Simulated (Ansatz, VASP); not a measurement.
## HgTe: VASP beside Ansatz

Contents of INCAR:

```
SYSTEM = HgTe
PREC = Accurate
ENCUT = 500
EDIFF = 1E-6
ISMEAR = -1
SIGMA = 0.02
LREAL = .False.
LASPH = .True.
NELM = 120
ALGO = Normal
ISIF = 2
LWAVE = .False.
LCHARG = .False.
GGA = PE
NBANDS = 16
GGA_COMPAT = .False.
```

The input KPOINTS:

```
Automatic mesh
0
Gamma
  5 5 5
  0 0 0
```

The input POSCAR:

```
HgTe
1.0
    0.0000000000      3.2891972858      3.2891972858
    3.2891972858      0.0000000000      3.2891972858
    3.2891972858      3.2891972858      0.0000000000
Hg Te
1 1
Direct
    0.0000000000      0.0000000000      0.0000000000
    0.2500000000      0.2500000000      0.2500000000
```

Input for Ansatz:

```yaml
crystal:
  lattice:
    - [0.0, 3.2891972858, 3.2891972858]
    - [3.2891972858, 0.0, 3.2891972858]
    - [3.2891972858, 3.2891972858, 0.0]
  atoms:
    - { symbol: Hg, position: [0.0, 0.0, 0.0] }
    - { symbol: Te, position: [0.25, 0.25, 0.25] }
kpoints:
  mp_grid: { grid: [5, 5, 5] }
hamiltonian:
  xc: pbe
scf:
  occupations: { method: fermi_dirac, width: 0.02 }
  n_extra_bands: 4
output:
  forces: true
  stress: true
  eigenvalues: true
```

Alike in both runs: task single point; functional PBE; k mesh 5 × 5 × 5; occupations fermi-dirac, width 0.02 eV; no spin polarisation.

|  | VASP | Ansatz |
| --- | --- | --- |
| version | VASP 6.6.1 | Ansatz 0.2.0 |
| potentials or method | VASP PAW PBE potentials, release 64 (Hg, Te) | plane waves |
| plane-wave cutoff (eV) | 500 | 420 |
| valence electrons in the cell | 18 | 36 |

```csv
,VASP,Ansatz,Ansatz less VASP
pressure (GPa),1.4,1.4,-0.05
```

VASP's potentials hold 18 valence electrons a cell and Ansatz's 36, so a difference there can come from the potentials and not from the codes.

Neither program's run includes spin-orbit coupling.
